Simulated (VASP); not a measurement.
Here is a VASP 6.6.1 calculation.

Contents of INCAR:

```
SYSTEM = Sr
PREC = Accurate
ENCUT = 600
EDIFF = 1E-6
ISMEAR = -1
SIGMA = 0.05
LREAL = .False.
LASPH = .True.
NELM = 100
ALGO = Normal
ISIF = 3
LWAVE = .False.
LCHARG = .False.
GGA = PE
IBRION = 2
NSW = 100
EDIFFG = -0.01
```

KPOINTS

```
Automatic mesh
0
Gamma
  6 6 3
  0 0 0
```

The input POSCAR:

```
Sr
1.0
    4.3100000000      0.0000000000      0.0000000000
   -2.1550000000      3.7325694903      0.0000000000
    0.0000000000      0.0000000000      7.0500000000
Sr
2
Direct
    0.2921278633      0.5712051867      0.2596349600
    0.6127858667      0.3221728833      0.7867426600
```

Potentials or basis: VASP PAW PBE potentials, release 64 (Sr_sv).

Launch:

```bash
$ cat potpaw_PBE.64/Sr_sv/POTCAR > POTCAR
$ mpirun -np 1 vasp_std > vasp.out
```

Task: Predict the band gap on the k mesh.

Result: Zero (bands 10 and 11 overlap by 0.12 eV).

Task: Estimate the relaxed cell.

Result: a = 4.375 Å, b = 4.207 Å, c = 7.053 Å, α = 89.91°, β = 90.04°, γ = 121.33°.

Task: Estimate the relaxed volume.

Result: 55.45 Å³/atom.

Task: Predict the space group after relaxing (to 0.1 Å).

Result: Cmcm (No. 63).

Step by step:
```csv
step,energy change (eV),largest force (eV/Å),pressure (GPa),volume (Å³)
1,0.0000,0.2800,-0.18,113.42
2,-0.0139,0.2391,-0.10,112.34
3,-0.0328,0.1511,0.15,109.66
4,-0.0338,0.1255,0.24,108.78
5,-0.0393,0.0894,0.06,110.39
6,-0.0419,0.0534,-0.16,112.52
7,-0.0447,0.0463,-0.07,111.53
8,-0.0456,0.0503,0.02,110.63
9,-0.0462,0.0436,0.01,110.73
10,-0.0474,0.0260,-0.02,111.03
11,-0.0466,0.0242,-0.08,111.63
12,-0.0476,0.0172,-0.04,111.22
13,-0.0481,0.0109,0.00,110.83
14,-0.0485,0.0027,0.07,110.24
15,-0.0487,0.0050,-0.01,111.07
16,-0.0487,0.0042,0.00,110.90
```
